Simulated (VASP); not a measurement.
A run of VASP 6.6.1 is set up as follows.

POSCAR

```
Dy
1.0
    4.9900014970      0.0000000000      0.0000000000
    0.0000000000      4.9900014970      0.0000000000
    0.0000000000      0.0000000000      4.9900014970
Dy
4
Direct
    0.0000000000      0.0000000000      0.0000000000
    0.0000000000      0.5000000000      0.5000000000
    0.5000000000      0.0000000000      0.5000000000
    0.5000000000      0.5000000000      0.0000000000
```

File INCAR.step1:

```
PREC     = Accurate       # precision mode
ENCUT    = 800            # plane-wave cutoff, eV
ISMEAR   = -1             # smearing method
SIGMA    = 0.1            # smearing width, eV
LREAL    = F              # projectors in reciprocal space
LASPH    = T              # aspherical terms in the spheres
NELM     = 200            # most SCF steps
NBANDS   = 48             # bands
GGA      = PE             # functional
ALGO     = Normal         # electronic algorithm
EDIFF    = 1E-5           # SCF threshold, eV
LWAVE    = T              # write WAVECAR
LCHARG   = F              # write CHGCAR
GGA_COMPAT= F            
LMAXMIX  = 6              # l up to which the mixer works
```

File INCAR.step2:

```
PREC     = Accurate       # precision mode
ENCUT    = 800            # plane-wave cutoff, eV
EDIFF    = 1E-6           # SCF threshold, eV
ISMEAR   = -1             # smearing method
SIGMA    = 0.1            # smearing width, eV
LREAL    = F              # projectors in reciprocal space
LASPH    = T              # aspherical terms in the spheres
NELM     = 200            # most SCF steps
ALGO     = Normal         # electronic algorithm
ISIF     = 2              # what is computed and relaxed
LWAVE    = F              # write WAVECAR
LCHARG   = T              # write CHGCAR
METAGGA  = R2SCAN         # meta-GGA
LMIXTAU  = T            
LELF     = T              # ELF
LVHAR    = T            
NBANDS   = 48             # bands
ISTART   = 1            
GGA_COMPAT= F            
LMAXMIX  = 6              # l up to which the mixer works
```

The input KPOINTS:

```
regular mesh
0
Gamma
  1 1 1
```

Potentials or basis: VASP PAW PBE potentials, release 64 (Dy).

Run with:

```console
$ cat potpaw_PBE.64/Dy/POTCAR > POTCAR
$ cp INCAR.step1 INCAR
$ mpirun -np 1 vasp_gam > vasp.out
$ cp INCAR.step2 INCAR
$ mpirun -np 1 vasp_gam > vasp.out
```

Question: Predict the pressure.

Answer: -17.4 GPa.

Caveat: the k points lie up to 1.26 Å⁻¹ apart; the highest band is partly filled, so the run has too few bands; the PAW data sets were made with another functional, which shifts forces and pressure a little; spin-orbit coupling is left out, which moves the levels of the heavy elements; semilocal functionals describe open f shells poorly, which spoils levels, moments and volumes. Spin polarisation is off, so any magnetic state and its effect on volume and gap are missing.
